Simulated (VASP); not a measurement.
# Al (I4/mmm) in VASP: notebook

Runs on Al. Level: PBEsol. Tasks: single point.

All numbers are computed with VASP 6.6.1; they aren't measurements. Logs are shortened: lines on timing, memory, paths and dates and some standing lists are left out, and cuts for length are marked.

**1. The cell of the first run**

It takes space group I4/mmm (No. 139, tetragonal). The conventional cell has a = 2.862 Å, b = 2.862 Å, c = 4.149 Å, α = 90.00°, β = 90.00°, γ = 90.00°. Within 3.8 Å of Al (site symmetry 4/mmm) lie 12 Al at 2.86 to 2.90 Å.

**2. Single point, PBEsol (strain +0.000 along x and y, +0.025 along z)**

File INCAR:

```
SYSTEM = Al
PREC     = Accurate       ! precision mode
ENCUT    = 520            ! plane-wave cutoff, eV
EDIFF    = 1E-6           ! SCF threshold, eV
ISMEAR   = 0              ! smearing method
SIGMA    = 0.15           ! smearing width, eV
LREAL    = .FALSE.        ! projectors in reciprocal space
LASPH    = .TRUE.         ! aspherical terms in the spheres
NELM     = 80             ! most SCF steps
ALGO     = Normal         ! electronic algorithm
ISIF     = 2              ! what is computed and relaxed
LWAVE    = .FALSE.        ! write WAVECAR
LCHARG   = .TRUE.         ! write CHGCAR
GGA      = PS             ! functional
LELF     = .TRUE.         ! ELF
LVHAR    = .TRUE.       
NBANDS   = 8              ! bands
```

File KPOINTS:

```
regular mesh
0
G
  20 20 20
  0 0 0
```

File POSCAR:

```
Al
1.0
    0.0000000000      2.0239800000      2.0745795000
    2.0239800000      0.0000000000      2.0745795000
    2.0239800000      2.0239800000      0.0000000000
Al
1
Direct
    0.0000000000      0.0000000000      0.0000000000
```

Potentials or basis: VASP PAW PBE potentials, release 64 (Al).

Launch:

```console
> cat potpaw_PBE.64/Al/POTCAR > POTCAR
> mpirun -np 1 vasp_std > vasp.out
```

OUTCAR:

```text
SYSTEM = Al
   PREC = Accurate
   ENCUT = 520
   EDIFF = 1E-6
   ISMEAR = 0
   LREAL = .FALSE.
   LASPH = .TRUE.
   NELM = 80
   ISIF = 2
   GGA = PS

 ion  position               nearest neighbor table
   1  0.000  0.000  0.000-

  LATTYP: Found a body centered tetragonal cell.
 ALAT       =     2.8623399660
 C/A-ratio  =     1.4495689014

  Lattice vectors:

 A1 = (  -2.0239800000,   0.0000000000,   2.0745795000)
 A2 = (   2.0239800000,   0.0000000000,   2.0745795000)
 A3 = (   0.0000000000,   2.0239800000,  -2.0745795000)

Analysis of symmetry for initial positions (statically):
=====================================================================
 Subroutine PRICEL returns:
 Original cell was already a primitive cell.

 Routine SETGRP: Setting up the symmetry group for a
 body centered tetragonal supercell.

 Subroutine GETGRP returns: Found 16 space group operations
 (whereof 16 operations were pure point group operations)
 out of a pool of 16 trial point group operations.

The static configuration has the point symmetry D_4h.

Analysis of symmetry for dynamics (positions and initial velocities):
=====================================================================
 Subroutine PRICEL returns:
 Original cell was already a primitive cell.

 Routine SETGRP: Setting up the symmetry group for a
 body centered tetragonal supercell.

 Subroutine GETGRP returns: Found 16 space group operations
 (whereof 16 operations were pure point group operations)
 out of a pool of 16 trial point group operations.

The dynamic configuration has the point symmetry D_4h.

 Subroutine INISYM returns: Found 16 space group operations
 (whereof 16 operations are pure point group operations),
 and found     1 'primitive' translations

----------------------------------------------------------------------------------------

                                     Primitive cell

  volume of cell :      16.9970

  direct lattice vectors                    reciprocal lattice vectors
     0.000000000  2.023980000  2.074579500    -0.247038014  0.247038014  0.241012697
     2.023980000  0.000000000  2.074579500     0.247038014 -0.247038014  0.241012697
     2.023980000  2.023980000  0.000000000     0.247038014  0.247038014 -0.241012697

  length of vectors
     2.898340067  2.898340067  2.862339966     0.424432187  0.424432187  0.424432187

  position of ions in fractional coordinates (direct lattice)
     0.000000000  0.000000000  0.000000000

  ion indices of the primitive-cell ions
   primitive index   ion index
                 1           1

----------------------------------------------------------------------------------------

 KPOINTS: regular mesh

Automatic generation of k-mesh.
 Grid dimensions read from file:
 generate k-points for:   20   20   20

 Generating k-lattice:

  Cartesian coordinates                     Fractional coordinates (reciprocal lattice)
    -0.012351901  0.012351901  0.012050635     0.050000000  0.000000000  0.000000000
     0.012351901 -0.012351901  0.012050635     0.000000000  0.050000000  0.000000000
     0.012351901  0.012351901 -0.012050635     0.000000000  0.000000000  0.050000000

  Length of vectors
     0.021221609  0.021221609  0.021221609

  Shift w.r.t. Gamma in fractional coordinates (k-lattice)
     0.000000000  0.000000000  0.000000000

 Subroutine IBZKPT returns following result:
 ===========================================

 Found    641 irreducible k-points:

 Following reciprocal coordinates:
            Coordinates               Weight
  0.000000  0.000000  0.000000      1.000000
  0.050000  0.000000  0.000000      8.000000
  0.100000  0.000000  0.000000      8.000000
  0.150000  0.000000  0.000000      8.000000
  0.200000  0.000000  0.000000      8.000000
  0.250000  0.000000  0.000000      8.000000
[... 16 lines left out ...]
 -0.400000  0.050000  0.000000      8.000000
 -0.350000  0.050000  0.000000      8.000000
 [... further k-points ...]
   k-points           NKPTS =    641   k-points in BZ     NKDIM =    641   number of bands    NBANDS=      8
   number of dos      NEDOS =    301   number of ions     NIONS =      1
   total plane-waves  NPLWV =  13824
   dimension x,y,z NGX =    24 NGY =   24 NGZ =   24
   dimension x,y,z NGXF=    48 NGYF=   48 NGZF=   48
   ions per type =               1
   NGX,Y,Z   is equivalent  to a cutoff of  13.77, 13.77, 13.94 a.u.
   NGXF,Y,Z  is equivalent  to a cutoff of  27.53, 27.53, 27.88 a.u.
 SYSTEM =  Al
   PREC   = accura    normal or accurate (medium, high low for compatibility)
   ISTART =      0    job   : 0-new  1-cont  2-samecut
   ICHARG =      2    charge: 1-file 2-atom 10-const
   ISPIN  =      1    spin polarized calculation?
   LNONCOLLINEAR =      F non collinear calculations
   LSORBIT =      F    spin-orbit coupling
   LASPH  =      T    aspherical Exc in radial PAW
   ENCUT  =  520.0 eV  38.22 Ry    6.18 a.u.   5.39  5.39  5.32*2*pi/ulx,y,z
   NELM   =     80;   NELMIN=  2; NELMDL= -5     # of ELM steps
   EDIFF  = 0.1E-05   stopping-criterion for ELM
   LREAL  =      F    real-space projection
[... 7 lines left out ...]
   TEBEG  =    0.0;   TEEND  =   0.0 temperature during run
   PSTRESS=    0.0 pullay stress
   NELECT =       3.0000    total number of electrons
   NUPDOWN=      -1.0000    fix difference up-down
   EMIN   =  10.00;   EMAX   =-10.00  energy-range for DOS
   EFERMI =   0.00;   METHOD = LEGACY
   ISMEAR =     0;   SIGMA  =   0.15  broadening in eV -4-tet -1-fermi 0-gaus
   EFERMI_NEDOS =   21; number of points for ismear=-14 and -15
   IALGO  =     38    algorithm
   IMIX   =      4    mixing-type and parameters
     AMIX     =   0.40;   BMIX     =  1.00
     AMIX_MAG =   1.60;   BMIX_MAG =  1.00
  volume/ion in A,a.u.               =      17.00       114.70
  Fermi-wavevector in a.u.,A,eV,Ry     =   0.918314  1.735361 11.473795  0.843300
  Thomas-Fermi vector in A             =   2.043381
   LORBIT       =      0    0 simple, 1 ext, 2 COOP (PROOUT), +10 PAW based schemes
   GGA     = PS    functional components
   LHFCALC =     F    Hartree Fock is set to
   AEXX    =    0.0000 exact exchange contribution
   IVDW    =     0    specifies the selected vdW correction
   LEPSILON=     F    determine dielectric tensor
   LRPA    =     F    only Hartree local field effects (RPA)
 non-spin polarized calculation
 Gauss-broadening in eV      SIGMA  =   0.15
  energy-cutoff  :      520.00
  volume of cell :       17.00
 maximum number of plane-waves:       475
 NGX is ok and might be reduce to    24
   NGX = 11   NGY = 11   NGZ = 11

 number of electron       3.0000000 magnetization

 Free energy of the ion-electron system (eV)
  ---------------------------------------------------
  ext. energy  EPLUGINS =         0.00000000
  ---------------------------------------------------
  free energy    TOTEN  =        -4.08390692 eV

  energy without entropy =       -4.07896644  energy(sigma->0) =       -4.08143668

 E-fermi :   7.6801     XC(G=0): -10.1494

 val. band max:        7.6723175620   @ k =  -0.2500   0.2000   0.1500
 cond. band min:       7.6859802028   @ k =  -0.2000   0.4000   0.3000
 fundamental gap:      0.0136626408
 Fermi energy:         7.6801368241

 k-point     1 :       0.0000    0.0000    0.0000
  band No.  band energies     occupation
      1      -3.2823      2.00000
      2      19.9080      0.00000
      3      20.1730      0.00000
      4      20.1730      0.00000
      5      21.3276      0.00000
      6      21.3276      0.00000
      7      21.3965      0.00000
      8      23.9223      0.00000

 k-point     2 :       0.0500    0.0000    0.0000
  band No.  band energies     occupation
      1      -3.2157      2.00000
      2      18.7508      0.00000
      3      19.7166      0.00000
      4      19.8811      0.00000
      5      21.7245      0.00000
      6      21.7508      0.00000
      7      21.9455      0.00000
      8      24.6142      0.00000

 k-point     3 :       0.1000    0.0000    0.0000
  band No.  band energies     occupation
      1      -3.0159      2.00000
      2      16.8053      0.00000
      3      19.2191      0.00000
      4      19.4164      0.00000
      5      22.0897      0.00000
      6      22.4920      0.00000
      7      22.5126      0.00000
      8      24.9532      0.00000

 k-point     4 :       0.1500    0.0000    0.0000
  band No.  band energies     occupation
      1      -2.6836      2.00000
      2      14.8197      0.00000
      3      18.7683      0.00000
      4      19.0078      0.00000
      5      21.9869      0.00000
      6      23.0481      0.00000
      7      23.2971      0.00000
      8      24.4026      0.00000

 k-point     5 :       0.2000    0.0000    0.0000
  band No.  band energies     occupation
      1      -2.2197      2.00000
      2      12.8817      0.00000
      3      18.4083      0.00000
      4      18.6951      0.00000
      5      21.8386      0.00000
      6      22.5016      0.00000
      7      23.3071      0.00000
      8      25.0105      0.00000
[... 177 lines left out ...]
 k-point    22 :      -0.4500    0.0500    0.0000
  band No.  band energies     occupation
      1       2.4929      2.00000
      2       4.1461      2.00000
      3      16.7527      0.00000
      4      18.4476      0.00000
      5      19.4989      0.00000
      6      19.9471      0.00000
      7      22.9214      0.00000
      8      23.3228      0.00000

 k-point    23 :      -0.4000    0.0500    0.0000
  band No.  band energies     occupation
      1       1.3546      2.00000
      2       5.5530      2.00000
      3      16.5385      0.00000
      4      18.9700      0.00000
      5      19.6840      0.00000
      6      20.0159      0.00000
      7      22.6174      0.00000
      8      23.8312      0.00000

 k-point    24 :      -0.3500    0.0500    0.0000
  band No.  band energies     occupation
      1       0.3365      2.00000
      2       7.0734      2.00000
      3      16.4396      0.00000
      4      19.4078      0.00000
      5      19.7278      0.00000
      6      20.6392      0.00000
      7      22.4016      0.00000
      8      24.4616      0.00000

 [... further k-points ...]
[... 5 lines left out ...]
  --------------------------------------------------------------------------------------
  -------------------------------------------------------------------------------------
  Total       -0.3373489     -0.3373489     -0.4615551      0.0000000     -0.0000000      0.0000000
  in kB      -31.7992879    -31.7992879    -43.5072504      0.0000000     -0.0000000      0.0000000
  external PRESSURE =     -35.7019421 kB  Pullay stress =       0.0000000 kB

 VOLUME and BASIS-vectors are now :
 -----------------------------------------------------------------------------
  energy-cutoff  :      520.00
  volume of cell :       17.00
      direct lattice vectors                 reciprocal lattice vectors
     0.000000000  2.023980000  2.074579500    -0.247038014  0.247038014  0.241012697
     2.023980000  0.000000000  2.074579500     0.247038014 -0.247038014  0.241012697
     2.023980000  2.023980000  0.000000000     0.247038014  0.247038014 -0.241012697

 POSITION                                       TOTAL-FORCE (eV/Angst)
 -----------------------------------------------------------------------------------
      0.00000      0.00000      0.00000         0.000000      0.000000      0.000000
 -----------------------------------------------------------------------------------
    total drift:                                0.000000      0.000000     -0.000000

  FREE ENERGIE OF THE ION-ELECTRON SYSTEM (eV)
  ---------------------------------------------------
  free  energy   TOTEN  =        -4.0839069191 eV

  energy  without entropy=       -4.0789664400  energy(sigma->0) =       -4.08143668
```

Run time: 21 s. Hardware: 1 thread of Intel Xeon 6975P-C (Granite Rapids), shared host; peak memory 0.18 GiB.

What came out:

| Quantity | Value |
| --- | --- |
| Free energy | -4.0839 eV |
| Pressure | -3.6 GPa |

Stress tensor (GPa, compression positive):
```
-3.18  0.00  0.00
 0.00 -3.18  0.00
 0.00  0.00 -4.35
```

Levels at points of the mesh, in eV from the Fermi level:
```
           k point  band 1  band 2  band 3  band 4  band 5
(0.00, 0.00, 0.00)  -10.96   12.23   12.49   12.49   13.65
(0.50, 0.00, 0.00)   -4.51   -4.37   10.72   10.97   11.35
(0.50, 0.50, 0.00)   -3.11   -1.97    5.40    5.71    5.71
(0.50, 0.00, 0.50)   -2.77   -1.47    5.12    5.19    5.36
```

Caveat: the cell differs from its parent crystal (strain +0.000 along x and y, +0.025 along z); the PAW data sets were made with another functional, which shifts forces and pressure a little.

**3. Single point, PBEsol (strain +0.000 along x and y, +0.050 along z)**

File INCAR:

```
PREC = Accurate ; ENCUT = 520
EDIFF = 1E-7 ; ISMEAR = 0
SIGMA = 0.15 ; LREAL = False
LASPH = True ; NELM = 100
ALGO = Fast ; ISIF = 2
LWAVE = False ; LCHARG = False
GGA = PS ; NBANDS = 8
```

File KPOINTS:

```
Automatic mesh
0
Gamma
  20 20 20
```

File POSCAR:

```
Al
1.0
    0.0000000000      2.0239800000      2.1251790000
    2.0239800000      0.0000000000      2.1251790000
    2.0239800000      2.0239800000      0.0000000000
Al
1
Direct
    0.0000000000      0.0000000000      0.0000000000
```

Potentials or basis: VASP PAW PBE potentials, release 64 (Al).

Launch:

```console
> cat potpaw_PBE.64/Al/POTCAR > POTCAR
> mpirun -np 1 vasp_std > vasp.out
```

Run time: 32 s. Hardware: 1 thread of Intel Xeon 6975P-C (Granite Rapids), shared host; peak memory 0.19 GiB.

It converged, with:

```yaml
Free_energy: -4.0701 eV
Pressure: -5.0 GPa
```

Stress tensor (GPa, compression positive):
```
-4.33  0.00  0.00
 0.00 -4.33  0.00
 0.00  0.00 -6.22
```

Levels at points of the mesh, in eV from the Fermi level:
| k point | band 1 | band 2 | band 3 | band 4 |
| --- | --- | --- | --- | --- |
| (0.00, 0.00, 0.00) | -10.77 | 11.97 | 12.50 | 12.50 |
| (0.50, 0.00, 0.00) | -4.39 | -4.30 | 10.15 | 10.58 |
| (0.50, 0.50, 0.00) | -3.22 | -2.26 | 5.59 | 5.92 |
| (0.50, 0.00, 0.50) | -2.57 | -1.28 | 4.90 | 5.08 |

Caveat: the cell differs from its parent crystal (strain +0.000 along x and y, +0.050 along z); the PAW data sets were made with another functional, which shifts forces and pressure a little.

**4. Single point, PBEsol (strain +0.025 along x and y, +0.000 along z)**

File INCAR:

```
PREC     = Accurate       # precision mode
ENCUT    = 520            # plane-wave cutoff, eV
EDIFF    = 1E-7           # SCF threshold, eV
ISMEAR   = 0              # smearing method
SIGMA    = 0.15           # smearing width, eV
LREAL    = False          # projectors in reciprocal space
LASPH    = True           # aspherical terms in the spheres
NELM     = 80             # most SCF steps
ALGO     = Fast           # electronic algorithm
ISIF     = 2              # what is computed and relaxed
LWAVE    = False          # write WAVECAR
LCHARG   = False          # write CHGCAR
GGA      = PS             # functional
NBANDS   = 8              # bands
```

File KPOINTS:

```
regular mesh
0
Gamma
  20 20 20
```

File POSCAR:

```
Al
1.0
    0.0000000000      2.0745795000      2.0239800000
    2.0745795000      0.0000000000      2.0239800000
    2.0745795000      2.0745795000      0.0000000000
Al
1
Direct
    0.0000000000      0.0000000000      0.0000000000
```

Launch:

```console
> cat potpaw_PBE.64/Al/POTCAR > POTCAR
> mpirun -np 1 vasp_std > vasp.out
```

It took 33 s on 1 thread of Intel Xeon 6975P-C (Granite Rapids), shared host; peak memory 0.19 GiB.

The run converged. Its results:

- Free energy: -4.0731 eV
- Pressure: -5.0 GPa

Stress tensor (GPa, compression positive):
```
-5.15  0.00  0.00
 0.00 -5.15  0.00
 0.00  0.00 -4.81
```

Levels at points of the mesh, in eV from the Fermi level:
```
           k point  band 1  band 2  band 3  band 4  band 5
(0.00, 0.00, 0.00)  -10.79   12.20   12.20   12.45   13.32
(0.50, 0.00, 0.00)   -4.41   -4.33   10.52   10.90   11.05
(0.50, 0.50, 0.00)   -2.58   -1.30    5.03    5.03    5.03
(0.50, 0.00, 0.50)   -2.93   -1.79    5.31    5.38    5.55
```

Caveat: the cell differs from its parent crystal (strain +0.025 along x and y, +0.000 along z); the PAW data sets were made with another functional, which shifts forces and pressure a little.

**5. Single point, PBEsol (strain +0.050 along x and y, +0.025 along z)**

File INCAR:

```
ALGO     = Normal         # electronic algorithm
EDIFF    = 1E-7           # SCF threshold, eV
ENCUT    = 520            # plane-wave cutoff, eV
GGA      = PS             # functional
ISIF     = 2              # what is computed and relaxed
ISMEAR   = 0              # smearing method
LASPH    = True           # aspherical terms in the spheres
LCHARG   = True           # write CHGCAR
LELF     = True           # ELF
LREAL    = False          # projectors in reciprocal space
LVHAR    = True         
LWAVE    = False          # write WAVECAR
NBANDS   = 8              # bands
NELM     = 100            # most SCF steps
PREC     = Accurate       # precision mode
SIGMA    = 0.15           # smearing width, eV
```

File KPOINTS:

```
k-points
0
Gamma
  20 20 20
```

File POSCAR:

```
Al
1.0
    0.0000000000      2.1251790000      2.0745795000
    2.1251790000      0.0000000000      2.0745795000
    2.1251790000      2.1251790000      0.0000000000
Al
1
Direct
    0.0000000000      0.0000000000      0.0000000000
```

Launch:

```console
> cat potpaw_PBE.64/Al/POTCAR > POTCAR
> mpirun -np 1 vasp_std > vasp.out
```

Wall time 31 s (1 thread of Intel Xeon 6975P-C (Granite Rapids), shared host); peak memory 0.2 GiB.

Results (log left out):

```yaml
Free_energy: -4.0164 eV
Pressure: -8.5 GPa
```

Stress tensor (GPa, compression positive):
```
-8.61  0.00  0.00
 0.00 -8.61  0.00
 0.00  0.00 -8.30
```

Levels at points of the mesh, in eV from the Fermi level:
```tsv
k point	band 1	band 2	band 3	band 4	band 5	band 6
(0.00, 0.00, 0.00)	-10.30	11.82	11.82	12.06	12.44	12.50
(0.50, 0.00, 0.00)	-4.23	-4.12	9.84	10.33	10.60	11.07
(0.50, 0.50, 0.00)	-2.42	-1.32	4.74	4.74	5.03	7.65
(0.50, 0.00, 0.50)	-2.74	-1.79	5.06	5.23	5.29	8.09
```

Caveat: the cell differs from its parent crystal (strain +0.050 along x and y, +0.025 along z); the PAW data sets were made with another functional, which shifts forces and pressure a little.

**6. The runs side by side**

```csv
cell,gap on the mesh (eV),pressure (GPa)
"a = 2.898, b = 2.898, c = 2.862 Å, angles 60.4, 60.4, 59.2°, 1 atom",none,-3.6
"a = 2.935, b = 2.935, c = 2.862 Å, angles 60.8, 60.8, 58.4°, 1 atom",none,-5.0
"a = 2.898, b = 2.898, c = 2.934 Å, angles 59.6, 59.6, 60.8°, 1 atom",none,-5.0
"a = 2.970, b = 2.970, c = 3.005 Å, angles 59.6, 59.6, 60.8°, 1 atom",none,-8.5
```

Alike in all rows: task single point; level PBEsol; potentials or basis VASP PAW PBE potentials, release 64 (Al); no spin polarisation; k mesh 20 × 20 × 20; cutoff (eV) 520; smearing gaussian 0.15 eV.

Caveats: the PAW data sets were made with another functional, which shifts forces and pressure a little.

Absolute energies hang on the potentials; compare differences alone.
